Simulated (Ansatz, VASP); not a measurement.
# SrVO3 in VASP and in Ansatz

Contents of INCAR:

```
SYSTEM = SrVO3
ALGO = Normal
EDIFF = 1E-6
ENCUT = 520
GGA = PE
ISIF = 2
ISMEAR = 0
ISPIN = 2
LASPH = .True.
LCHARG = .False.
LDAU = .True.
LDAUJ = 0 0 0
LDAUL = -1 2 -1
LDAUPRINT = 1
LDAUTYPE = 2
LDAUU = 0 3.25 0
LMAXMIX = 4
LORBIT = 11
LREAL = .False.
LWAVE = .False.
MAGMOM = 0 0.94 -0.03 -0.03 -0.03
NBANDS = 32
NELM = 150
PREC = Accurate
SIGMA = 0.05
```

File KPOINTS:

```
k-points
0
Gamma
  6 6 6
  0 0 0
```

The input POSCAR:

```
SrVO3
1.0
    3.8927877112      0.0000000000      0.0000000000
    0.0000000000      3.8927877112      0.0000000000
    0.0000000000      0.0000000000      3.8927877112
Sr V O
1 1 3
Direct
    0.5000000000      0.5000000000      0.5000000000
    0.0000000000      0.0000000000      0.0000000000
    0.5000000000      0.0000000000      0.0000000000
    0.0000000000      0.5000000000      0.0000000000
    0.0000000000      0.0000000000      0.5000000000
```

Input for Ansatz:

```yaml
crystal:
  lattice:
    - [3.8927877112, 0.0, 0.0]
    - [0.0, 3.8927877112, 0.0]
    - [0.0, 0.0, 3.8927877112]
  atoms:
    - { symbol: Sr, position: [0.5, 0.5, 0.5] }
    - { symbol: V, position: [0.0, 0.0, 0.0], spin: 0.94 }
    - { symbol: O, position: [0.5, 0.0, 0.0] }
    - { symbol: O, position: [0.0, 0.5, 0.0] }
    - { symbol: O, position: [0.0, 0.0, 0.5] }
basis:
  ecutwfc: 420
  ecutrho_ratio: 4
kpoints:
  mp_grid: { grid: [6, 6, 6] }
hamiltonian:
  xc: pbe
  hubbard:
    sites:
      - { species: V, l: d, u_eff: 3.25, starting_ns: start.occupation_matrices }
    ns_hold: { iters: 6 }
scf:
  occupations: { method: gaussian, width: 0.05 }
  lower_state_search: "off"
output:
  forces: true
  stress: true
  eigenvalues: true
  populations: true
  hubbard: { sites: [{ species: V, l: d }] }
magnetization:
  spin_polarized: true
```

Alike in both runs: task single point; functional PBE; k mesh 6 × 6 × 6; occupations gaussian, width 0.05 eV; collinear spin; Hubbard terms V d U = 3.25 eV.

```csv
,VASP,Ansatz
version,VASP 6.6.1,Ansatz 0.2.0
potentials or method,"VASP PAW PBE potentials, release 64 (Sr_sv, V_sv, O), cutoff 520 eV","scalar-relativistic, plane waves, PAW"
valence electrons in the cell,41,41
```

Ansatz gave:

| Item | Value |
| --- | --- |
| gap on the k mesh at the Fermi level (eV) | none |
| pressure (GPa) | 0.0 |
| net moment per atom (μB) | 0.20 |
| size of the moment on the site where the two differ most (μB) | 0.85 |

Question: Estimate VASP's values.

Answer: gap on the k mesh at the Fermi level (eV): none; pressure (GPa): 0.8; net moment per atom (μB): 0.20; size of the moment on the site where the two differ most (μB): 1.13.

Site moments also hang on the region over which each program counts them. The programs project onto different local orbitals, so the same U acts differently, and such runs can settle in different states. A gap of «none» marks a metal or a gap that the smearing closes. Ansatz's warnings: filled band counts differ across k points, symmetry narrowed by occupation matrices.
